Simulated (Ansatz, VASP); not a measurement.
# Two plane-wave programs on YZr3

```
Y Zr
1.0
     3.21065    0.00000    0.00000
     0.00000    3.21065    0.00000
     0.00000    0.00000    9.80572
Y Zr
1 3
Direct
  0.50000 0.50000 0.00000
  0.00000 0.00000 0.72653
  0.50000 0.50000 0.50000
  0.00000 0.00000 0.27347
```

Change from the starting cell: the structure that the rattled cell fell into.

Alike in both runs: functional PBE; k mesh 14 × 14 × 6; occupations gaussian, width 0.1 eV; no spin polarisation.

Ansatz relaxed the structure, and its values are those at the end. VASP's run is a single point on that final structure, the one shown.

```csv
,VASP,Ansatz
version,VASP 6.6.1,Ansatz 0.2.0
potentials or method,"VASP PAW PBE potentials, release 64 (Y_sv, Zr_sv), cutoff 520 eV","scalar-relativistic, plane waves, PAW"
valence electrons in the cell,47,47
```

|  | VASP | Ansatz | Ansatz less VASP |
| --- | --- | --- | --- |
| gap on the k mesh at the Fermi level (eV) | none | none | - |
| pressure (GPa) | 0.0 | 0.0 | +0.03 |

A gap of «none» marks a metal or a gap that the smearing closes.
